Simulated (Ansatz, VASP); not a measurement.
BAs: VASP beside Ansatz

The input POSCAR:

```
BAs
1.0
    0.0000000000      2.4636236322      2.4636236322
    2.4636236322      0.0000000000      2.4636236322
    2.4636236322      2.4636236322      0.0000000000
B As
1 1
Direct
    0.0000000000      0.0000000000      0.0000000000
    0.2500000000      0.2500000000      0.2500000000
```

Contents of INCAR.step1:

```
  PREC = Accurate
  ENCUT = 620
  ISMEAR = -1
  SIGMA = 0.02
  LREAL = F
  LASPH = T
  NELM = 200
  MAGMOM = 0 0 0 0 0 0
  LSORBIT = T
  GGA_COMPAT = F
  NBANDS = 30
  GGA = PE
  ALGO = Normal
  EDIFF = 1E-5
  LWAVE = T
  LCHARG = F
```

File INCAR.step2:

```
  PREC = Accurate
  ENCUT = 620
  EDIFF = 1E-6
  ISMEAR = -1
  SIGMA = 0.02
  LREAL = F
  LASPH = T
  NELM = 200
  ALGO = Normal
  ISIF = 2
  LWAVE = F
  LCHARG = T
  MAGMOM = 0 0 0 0 0 0
  LORBIT = 11
  LSORBIT = T
  GGA_COMPAT = F
  LORBMOM = T
  METAGGA = R2SCAN
  LMIXTAU = T
  LVHAR = T
  NBANDS = 30
  ISTART = 1
```

File KPOINTS:

```
regular mesh
0
Gamma
  10 10 10
```

Input for Ansatz:

```yaml
crystal:
  lattice:
    - [0.0, 2.4636236322, 2.4636236322]
    - [2.4636236322, 0.0, 2.4636236322]
    - [2.4636236322, 2.4636236322, 0.0]
  atoms:
    - { symbol: B, position: [0.0, 0.0, 0.0] }
    - { symbol: As, position: [0.25, 0.25, 0.25] }
kpoints:
  mp_grid: { grid: [10, 10, 10] }
  band_path:
    path:
      - [0.0, 0.0, 0.0]
      - [-0.5, -0.5, 0.0]
      - [-0.375, -0.375, 0.25]
      - [-0.375, 0.0, 0.375]
      - [0.0, 0.0, 0.5]
      - [-0.5, -0.25, 0.25]
      - [0.0, 0.395833, 0.395833]
    npoints: 1
hamiltonian:
  xc: r2scan
scf:
  occupations: { method: fermi_dirac, width: 0.02 }
  n_extra_bands: 8
magnetization:
  noncollinear: true
  spin_orbit: true
output:
  forces: true
  stress: true
  eigenvalues: true
```

Change from the starting cell: hydrostatic strain +3.0%.

Alike in both runs: task single point; functional r2SCAN; k mesh 10 × 10 × 10; occupations fermi-dirac, width 0.02 eV; non-collinear spin, spin-orbit coupling.

|  | VASP | Ansatz |
| --- | --- | --- |
| version | VASP 6.6.1 | Ansatz 0.2.0 |
| potentials or method | VASP PAW PBE potentials, release 64 (B, As_d) | plane waves, PAW |
| plane-wave cutoff (eV) | 620 | 500 |
| valence electrons in the cell | 18 | 18 |

```csv
,VASP,Ansatz,Ansatz less VASP
pressure (GPa),-10.3,-10.4,-0.12
```

VASP's potentials were made for PBE, not for r2SCAN.
